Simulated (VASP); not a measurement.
Write the native input for VASP 6.6.1 that does the following.

| Item | Value |
| --- | --- |
| Task | relaxation of cell and atoms |
| Functional | PBE |
| Potentials or basis | VASP PAW PBE potentials, release 64 (Au) |
| Cutoff | 600 eV |
| k mesh | 18 × 18 × 18 |
| Occupations | gaussian, width 0.3 eV |
| Spin | no spin polarisation |
| Dipole correction | no |
| Further INCAR settings | ALGO = Normal; EDIFF = 1e-06; IBRION = 2; EDIFFG = -0.002; NSW = 100; ISIF = 3 |

The structure of Au lies in POSCAR:

```
Au
1.0
    0.0000000000      2.0830626651      2.0830626651
    2.0830626651      0.0000000000      2.0830626651
    2.0830626651      2.0830626651      0.0000000000
Au
1
Direct
    0.0000000000      0.0000000000      0.0000000000
```

The input as run:

INCAR

```
ALGO     = Normal         # electronic algorithm
EDIFF    = 1E-6           # SCF threshold, eV
EDIFFG   = -0.002         # ionic threshold
ENCUT    = 600            # plane-wave cutoff, eV
GGA      = PE             # functional
IBRION   = 2              # ionic algorithm
ISIF     = 3              # what is computed and relaxed
ISMEAR   = 0              # smearing method
LASPH    = True           # aspherical terms in the spheres
LCHARG   = False          # write CHGCAR
LREAL    = False          # projectors in reciprocal space
LWAVE    = False          # write WAVECAR
NELM     = 60             # most SCF steps
NSW      = 100            # ionic steps
PREC     = Accurate       # precision mode
SIGMA    = 0.3            # smearing width, eV
```

KPOINTS

```
k-points
0
Gamma
  18 18 18
```

Potentials or basis: VASP PAW PBE potentials, release 64 (Au).

The run is started by

```bash
$ cat potpaw_PBE.64/Au/POTCAR > POTCAR
$ mpirun -np 1 vasp_std > vasp.out
```

Results of the run:

```
Relaxed volume                         : 17.95 Å³/atom
Relaxed cell                           : a = 2.939 Å, b = 2.939 Å, c = 2.939 Å, α = 60.00°, β = 60.00°, γ = 60.00°
Space group after relaxing (to 0.05 Å) : Fm-3m (No. 225)
Energy gained by relaxing              : 0.4 meV/atom
Ionic steps                            : 4
Pressure after relaxing                : 0.0 GPa
```

Wall time 31 s on 1 thread of Intel(R) Xeon(R) Platinum 8488C (Sapphire Rapids), with other jobs on the host, peak memory 0.17 GiB.
